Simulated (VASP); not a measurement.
# Al (Fmmm) in VASP: further runs

Runs on Al. Level: PBEsol. Tasks: single point.

Program: VASP 6.6.1. These are calculated values, not measurements. Logs are shortened: lines on timing, memory, paths and dates and some standing lists are left out, and cuts for length are marked.

## Step 1: The cell of the first run

Symmetry: Fmmm, No. 69, orthorhombic system. The conventional cell has a = 3.182 Å, b = 4.456 Å, c = 4.546 Å, α = 90.00°, β = 90.00°, γ = 90.00°. Within 3.6 Å of Al (site symmetry mmm) lie 14 Al at 2.74 to 3.18 Å.

## Step 2: Single point, PBEsol (strain -0.0200 x Voigt [0, 0, 0, 1, 0, 0])

INCAR

```
SYSTEM = Al
PREC = Accurate ; ENCUT = 520
EDIFF = 1E-7 ; ISMEAR = 0
SIGMA = 0.15 ; LREAL = .FALSE.
LASPH = .TRUE. ; NELM = 60
ALGO = Normal ; ISIF = 2
LWAVE = .FALSE. ; LCHARG = .TRUE.
GGA = PS ; LELF = .TRUE.
LVHAR = .TRUE. ; NBANDS = 8
```

KPOINTS

```
Automatic mesh
0
G
  20 20 20
  0 0 0
```

POSCAR

```
Al
1.0
   -1.5912186900      1.5753065031      1.5753065031
    1.5912186900     -1.6071308769      1.6071308769
    1.5912186900      1.6071308769     -1.6071308769
Al
1
Direct
    0.0000000000      0.0000000000      0.0000000000
```

Potentials or basis: VASP PAW PBE potentials, release 64 (Al).

Started as:

```
$ cat potpaw_PBE.64/Al/POTCAR > POTCAR
$ mpirun -np 1 vasp_std > vasp.out
```

OUTCAR:

```text
SYSTEM = Al
   PREC = Accurate
   ENCUT = 520
   EDIFF = 1E-7
   ISMEAR = 0
   LREAL = .FALSE.
   LASPH = .TRUE.
   NELM = 60
   ISIF = 2
   GGA = PS

 ion  position               nearest neighbor table
   1  0.000  0.000  0.000-

  LATTYP: Found a face centered orthorhombic cell.
 ALAT       =     3.1824373800
 B/A-ratio  =     1.4000714267
 C/A-ratio  =     1.4283556980

  Lattice vectors:

 A1 = (   0.0000000000,  -0.0318243738,   3.1824373800)
 A2 = (   1.5912186900,  -1.6071308769,   1.6071308769)
 A3 = (   1.5912186900,   1.5753065031,   1.5753065031)

Analysis of symmetry for initial positions (statically):
=====================================================================
 Subroutine PRICEL returns:
 Original cell was already a primitive cell.

 Routine SETGRP: Setting up the symmetry group for a
 face centered orthorhombic supercell.

 Subroutine GETGRP returns: Found  8 space group operations
 (whereof  8 operations were pure point group operations)
 out of a pool of  8 trial point group operations.

The static configuration has the point symmetry D_2h.

Analysis of symmetry for dynamics (positions and initial velocities):
=====================================================================
 Subroutine PRICEL returns:
 Original cell was already a primitive cell.

 Routine SETGRP: Setting up the symmetry group for a
 face centered orthorhombic supercell.

 Subroutine GETGRP returns: Found  8 space group operations
 (whereof  8 operations were pure point group operations)
 out of a pool of  8 trial point group operations.

The dynamic configuration has the point symmetry D_2h.

 Subroutine INISYM returns: Found  8 space group operations
 (whereof  8 operations are pure point group operations),
 and found     1 'primitive' translations

----------------------------------------------------------------------------------------

                                     Primitive cell

  volume of cell :      16.1141

  direct lattice vectors                    reciprocal lattice vectors
    -1.591218690  1.575306503  1.575306503     0.000000000  0.317398550  0.317398550
     1.591218690 -1.607130877  1.607130877     0.314224565  0.003142560  0.314255990
     1.591218690  1.607130877 -1.607130877     0.314224565  0.314255990  0.003142560

  length of vectors
     2.737728635  2.774475848  2.774475848     0.448869334  0.444413974  0.444413974

  position of ions in fractional coordinates (direct lattice)
     0.000000000  0.000000000  0.000000000

  ion indices of the primitive-cell ions
   primitive index   ion index
                 1           1

----------------------------------------------------------------------------------------

 KPOINTS: Automatic mesh

Automatic generation of k-mesh.
 Grid dimensions read from file:
 generate k-points for:   20   20   20

 Generating k-lattice:

  Cartesian coordinates                     Fractional coordinates (reciprocal lattice)
     0.000000000  0.015869928  0.015869928     0.050000000  0.000000000  0.000000000
     0.015711228  0.000157128  0.015712800     0.000000000  0.050000000 -0.000000000
     0.015711228  0.015712800  0.000157128     0.000000000 -0.000000000  0.050000000

  Length of vectors
     0.022443467  0.022220699  0.022220699

  Shift w.r.t. Gamma in fractional coordinates (k-lattice)
     0.000000000  0.000000000  0.000000000

 Subroutine IBZKPT returns following result:
 ===========================================

 Found   1166 irreducible k-points:

 Following reciprocal coordinates:
            Coordinates               Weight
  0.000000  0.000000  0.000000      1.000000
  0.050000  0.000000  0.000000      2.000000
  0.100000  0.000000  0.000000      2.000000
  0.150000  0.000000  0.000000      2.000000
  0.200000  0.000000  0.000000      2.000000
  0.250000  0.000000  0.000000      2.000000
[... 16 lines left out ...]
  0.050000  0.100000  0.000000      8.000000
  0.100000  0.100000  0.000000      8.000000
 [... further k-points ...]
   k-points           NKPTS =   1166   k-points in BZ     NKDIM =   1166   number of bands    NBANDS=      8
   number of dos      NEDOS =    301   number of ions     NIONS =      1
   total plane-waves  NPLWV =  11520
   dimension x,y,z NGX =    20 NGY =   24 NGZ =   24
   dimension x,y,z NGXF=    40 NGYF=   48 NGZF=   48
   ions per type =               1
   NGX,Y,Z   is equivalent  to a cutoff of  12.14, 14.38, 14.38 a.u.
   NGXF,Y,Z  is equivalent  to a cutoff of  24.29, 28.76, 28.76 a.u.
 SYSTEM =  Al
   PREC   = accura    normal or accurate (medium, high low for compatibility)
   ISTART =      0    job   : 0-new  1-cont  2-samecut
   ICHARG =      2    charge: 1-file 2-atom 10-const
   ISPIN  =      1    spin polarized calculation?
   LNONCOLLINEAR =      F non collinear calculations
   LSORBIT =      F    spin-orbit coupling
   LASPH  =      T    aspherical Exc in radial PAW
   ENCUT  =  520.0 eV  38.22 Ry    6.18 a.u.   5.09  5.16  5.16*2*pi/ulx,y,z
   NELM   =     60;   NELMIN=  2; NELMDL= -5     # of ELM steps
   EDIFF  = 0.1E-06   stopping-criterion for ELM
   LREAL  =      F    real-space projection
   EDIFFG = 0.1E-05   stopping-criterion for IOM
   NSW    =      0    number of steps for IOM
   IBRION =     -1    ionic relax: 0-MD 1-quasi-New 2-CG
   NFREE  =      0    steps in history (QN), initial steepest desc. (CG)
   ISIF   =      2    stress and relaxation
   ISYM   =      2    0-nonsym 1-usesym 2-fastsym
   POTIM  = 0.5000    time-step for ionic-motion
   TEBEG  =    0.0;   TEEND  =   0.0 temperature during run
   PSTRESS=    0.0 pullay stress
   NELECT =       3.0000    total number of electrons
   NUPDOWN=      -1.0000    fix difference up-down
   EMIN   =  10.00;   EMAX   =-10.00  energy-range for DOS
   EFERMI =   0.00;   METHOD = LEGACY
   ISMEAR =     0;   SIGMA  =   0.15  broadening in eV -4-tet -1-fermi 0-gaus
   EFERMI_NEDOS =   21; number of points for ismear=-14 and -15
   IALGO  =     38    algorithm
   IMIX   =      4    mixing-type and parameters
     AMIX     =   0.40;   BMIX     =  1.00
     AMIX_MAG =   1.60;   BMIX_MAG =  1.00
  volume/ion in A,a.u.               =      16.11       108.74
  Fermi-wavevector in a.u.,A,eV,Ry     =   0.934788  1.766493 11.889163  0.873829
  Thomas-Fermi vector in A             =   2.061629
   LORBIT       =      0    0 simple, 1 ext, 2 COOP (PROOUT), +10 PAW based schemes
   GGA     = PS    functional components
   LHFCALC =     F    Hartree Fock is set to
   AEXX    =    0.0000 exact exchange contribution
   IVDW    =     0    specifies the selected vdW correction
   LEPSILON=     F    determine dielectric tensor
   LRPA    =     F    only Hartree local field effects (RPA)
 non-spin polarized calculation
 Gauss-broadening in eV      SIGMA  =   0.15
  energy-cutoff  :      520.00
  volume of cell :       16.11
 maximum number of plane-waves:       448
   NGX = 11   NGY = 11   NGZ = 11

 number of electron       3.0000000 magnetization

 Free energy of the ion-electron system (eV)
  ---------------------------------------------------
  ext. energy  EPLUGINS =         0.00000000
  ---------------------------------------------------
  free energy    TOTEN  =        -3.99141166 eV

  energy without entropy =       -3.98631580  energy(sigma->0) =       -3.98886373

 E-fermi :   8.2054     XC(G=0): -10.3472

 val. band max:        8.1984509216   @ k =   0.0500   0.2500   0.2500
 cond. band min:       8.2063765951   @ k =   0.1500   0.2500   0.1500
 fundamental gap:      0.0079256735
 Fermi energy:         8.2053696720

 k-point     1 :       0.0000    0.0000    0.0000
  band No.  band energies     occupation
      1      -3.0913      2.00000
      2      21.4476      0.00000
      3      21.5312      0.00000
      4      21.7282      0.00000
      5      22.9353      0.00000
      6      23.2310      0.00000
      7      23.4695      0.00000
      8      24.6734      0.00000

 k-point     2 :       0.0500    0.0000    0.0000
  band No.  band energies     occupation
      1      -3.0168      2.00000
      2      20.8172      0.00000
      3      20.9009      0.00000
      4      21.3952      0.00000
      5      22.6868      0.00000
      6      23.6384      0.00000
      7      23.8986      0.00000
      8      23.9019      0.00000

 k-point     3 :       0.1000    0.0000    0.0000
  band No.  band energies     occupation
      1      -2.7933      2.00000
      2      19.0926      0.00000
      3      20.0148      0.00000
      4      20.6394      0.00000
      5      22.0357      0.00000
      6      22.9585      0.00000
      7      24.0625      0.00000
      8      24.4923      0.00000

 k-point     4 :       0.1500    0.0000    0.0000
  band No.  band energies     occupation
      1      -2.4217      2.00000
      2      17.0209      0.00000
      3      19.1696      0.00000
      4      19.7737      0.00000
      5      21.2457      0.00000
      6      22.2636      0.00000
      7      24.5530      0.00000
      8      24.6920      0.00000

 k-point     5 :       0.2000    0.0000    0.0000
  band No.  band energies     occupation
      1      -1.9032      2.00000
      2      14.9100      0.00000
      3      18.4225      0.00000
      4      18.9432      0.00000
      5      20.4834      0.00000
      6      21.6419      0.00000
      7      25.0556      0.00000
      8      25.1530      0.00000
[... 177 lines left out ...]
 k-point    22 :      -0.0000    0.1000    0.0000
  band No.  band energies     occupation
      1      -2.7992      2.00000
      2      18.7523      0.00000
      3      20.1082      0.00000
      4      20.5271      0.00000
      5      22.1805      0.00000
      6      23.1679      0.00000
      7      24.1581      0.00000
      8      24.8540      0.00000

 k-point    23 :       0.0500    0.1000    0.0000
  band No.  band energies     occupation
      1      -2.5761      2.00000
      2      17.7306      0.00000
      3      19.0821      0.00000
      4      19.9412      0.00000
      5      21.9400      0.00000
      6      22.9217      0.00000
      7      24.1513      0.00000
      8      25.2458      0.00000

 k-point    24 :       0.1000    0.1000    0.0000
  band No.  band energies     occupation
      1      -2.2051      2.00000
      2      16.7397      0.00000
      3      17.2164      0.00000
      4      19.1580      0.00000
      5      22.0394      0.00000
      6      22.4148      0.00000
      7      24.8987      0.00000
      8      25.2117      0.00000

 [... further k-points ...]
[... 5 lines left out ...]
  --------------------------------------------------------------------------------------
  -------------------------------------------------------------------------------------
  Total        0.2256061      0.2328666      0.2328666      0.0000000      0.0871805      0.0000000
  in kB       22.4313408     23.1532329     23.1532329      0.0000000      8.6681012      0.0000000
  external PRESSURE =      22.9126022 kB  Pullay stress =       0.0000000 kB

 VOLUME and BASIS-vectors are now :
 -----------------------------------------------------------------------------
  energy-cutoff  :      520.00
  volume of cell :       16.11
      direct lattice vectors                 reciprocal lattice vectors
    -1.591218690  1.575306503  1.575306503     0.000000000  0.317398550  0.317398550
     1.591218690 -1.607130877  1.607130877     0.314224565  0.003142560  0.314255990
     1.591218690  1.607130877 -1.607130877     0.314224565  0.314255990  0.003142560

 POSITION                                       TOTAL-FORCE (eV/Angst)
 -----------------------------------------------------------------------------------
      0.00000      0.00000      0.00000         0.000000      0.000000     -0.000000
 -----------------------------------------------------------------------------------
    total drift:                                0.000000     -0.000000     -0.000000

  FREE ENERGIE OF THE ION-ELECTRON SYSTEM (eV)
  ---------------------------------------------------
  free  energy   TOTEN  =        -3.9914116622 eV

  energy  without entropy=       -3.9863158017  energy(sigma->0) =       -3.98886373
```

Run time: 2.5 min. Hardware: 1 thread of Intel Xeon Platinum 8259CL at 2.50GHz (Skylake/Cascade Lake), shared host; peak memory 0.23 GiB.

Results:

| Property | Result |
| --- | --- |
| Free energy | -3.9914 eV |
| Pressure | 2.3 GPa |
| Band gap on the k mesh | zero (an odd number of electrons rules out a gap without spin polarisation) |

Caveat: the cell differs from its parent crystal (strain -0.0200 x Voigt [0, 0, 0, 1, 0, 0]); the PAW data sets were made with another functional, which shifts forces and pressure a little.

## Step 3: Single point, PBEsol (strain +0.0150 x Voigt [0, 0, 0, 1, 0, 0])

INCAR

```
SYSTEM = Al
  PREC = Accurate
  ENCUT = 520
  EDIFF = 1E-7
  ISMEAR = 0
  SIGMA = 0.15
  LREAL = .FALSE.
  LASPH = .TRUE.
  NELM = 60
  ALGO = Normal
  ISIF = 2
  LWAVE = .FALSE.
  LCHARG = .FALSE.
  GGA = PS
  NBANDS = 8
```

KPOINTS

```
regular mesh
0
G
  20 20 20
  0 0 0
```

POSCAR

```
Al
1.0
   -1.5912186900      1.6031528302      1.6031528302
    1.5912186900     -1.5792845498      1.5792845498
    1.5912186900      1.5792845498     -1.5792845498
Al
1
Direct
    0.0000000000      0.0000000000      0.0000000000
```

Potentials or basis: VASP PAW PBE potentials, release 64 (Al).

Started as:

```
$ cat potpaw_PBE.64/Al/POTCAR > POTCAR
$ mpirun -np 1 vasp_std > vasp.out
```

Wall time 1.7 min (1 thread of Intel Xeon Platinum 8259CL at 2.50GHz (Skylake/Cascade Lake), shared host); peak memory 0.23 GiB.

It converged, with:

| Property | Result |
| --- | --- |
| Free energy | -3.9918 eV |
| Pressure | 2.3 GPa |
| Band gap on the k mesh | zero (an odd number of electrons rules out a gap without spin polarisation) |

Stress tensor (GPa, compression positive):
```
 2.24  0.00  0.00
 0.00  2.30 -0.64
 0.00 -0.64  2.30
```

Levels at points of the mesh, in eV from the Fermi level:
```
           k point  band 1  band 2  band 3  band 4  band 5  band 6
(0.00, 0.00, 0.00)  -11.30   13.28   13.35   13.49   14.81   15.02
(0.50, 0.00, 0.00)   -4.48   -4.03    8.34    8.48   10.21   11.75
(0.00, 0.50, 0.00)   -4.41   -3.89    8.30    8.31   10.16   11.62
(0.00, 0.50, 0.50)   -4.34   -3.75    8.18    8.27   10.05   11.46
(0.50, 0.50, 0.50)    1.83    1.90    1.97    2.93    2.93    5.87
```

Caveat: the cell differs from its parent crystal (strain +0.0150 x Voigt [0, 0, 0, 1, 0, 0]); the PAW data sets were made with another functional, which shifts forces and pressure a little.

## Step 4: Single point, PBEsol (strain -0.0100 x Voigt [0, 0, 0, 1, 0, 0])

INCAR

```
PREC = Accurate ; ENCUT = 520
EDIFF = 1E-7 ; ISMEAR = 0
SIGMA = 0.15 ; LREAL = F
LASPH = T ; NELM = 100
ALGO = Normal ; ISIF = 2
LWAVE = F ; LCHARG = T
GGA = PS ; LELF = T
LVHAR = T ; NBANDS = 8
```

KPOINTS

```
Automatic mesh
0
Gamma
  20 20 20
```

POSCAR

```
Al
1.0
   -1.5912186900      1.5832625966      1.5832625966
    1.5912186900     -1.5991747834      1.5991747834
    1.5912186900      1.5991747834     -1.5991747834
Al
1
Direct
    0.0000000000      0.0000000000      0.0000000000
```

Started as:

```
$ cat potpaw_PBE.64/Al/POTCAR > POTCAR
$ mpirun -np 1 vasp_std > vasp.out
```

Run time: 2.4 min. Hardware: 1 thread of Intel Xeon Platinum 8259CL at 2.50GHz (Skylake/Cascade Lake), shared host; peak memory 0.23 GiB.

The run converged. Its results:

```yaml
Free_energy: -3.9921 eV
Pressure: 2.3 GPa
Band_gap_on_the_k_mesh: zero (an odd number of electrons rules out a gap without spin polarisation)
```

Stress tensor (GPa, compression positive):
```
2.25 0.00 0.00
0.00 2.29 0.42
0.00 0.42 2.29
```

Levels at points of the mesh, in eV from the Fermi level:
```csv
k point,band 1,band 2,band 3,band 4,band 5
"(0.00, 0.00, 0.00)",-11.30,13.31,13.36,13.45,14.88
"(0.50, 0.00, 0.00)",-4.37,-3.80,8.23,8.28,10.07
"(0.00, 0.50, 0.00)",-4.41,-3.89,8.30,8.32,10.14
"(0.00, 0.50, 0.50)",-4.46,-3.99,8.33,8.43,10.18
"(0.50, 0.50, 0.50)",1.85,1.90,1.95,2.93,2.93
```

Caveat: the cell differs from its parent crystal (strain -0.0100 x Voigt [0, 0, 0, 1, 0, 0]); the PAW data sets were made with another functional, which shifts forces and pressure a little.

[end of part 1 of 2]
